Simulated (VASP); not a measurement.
Runs of VASP 6.6.1 on Li2BrF. The structure is that of space group R-3m (No. 166), or close to it. The cells are those of the table. 

| cell | gap on the mesh (eV) | largest force (eV/Å) |
| --- | --- | --- |
| a = 5.920 Å, angles 34.7°, 4 atoms | 3.39 | 0.06 |
| a = 5.623 Å, angles 34.7°, 4 atoms | (b) | 0.12 |
| a = 5.725 Å, angles 34.7°, 4 atoms | (a) | 0.05 |
| a = 5.824 Å, angles 34.7°, 4 atoms | 3.44 | 0.01 |
| a = 6.012 Å, angles 34.7°, 4 atoms | 3.34 | 0.10 |

Alike in all rows: task single point; level PBE; potentials or basis VASP PAW PBE potentials, release 64 (F, Br, Li_sv); no spin polarisation; k mesh 4 × 4 × 4; cutoff (eV) 520; smearing gaussian 0.01 eV.

Problem. Fill in the values left out.

Solution. (a) 3.47; (b) 3.50.

Caveats: all runs use coarse meshes.

A k mesh can miss the band edges, and the runs leave out spin-orbit coupling on Br.
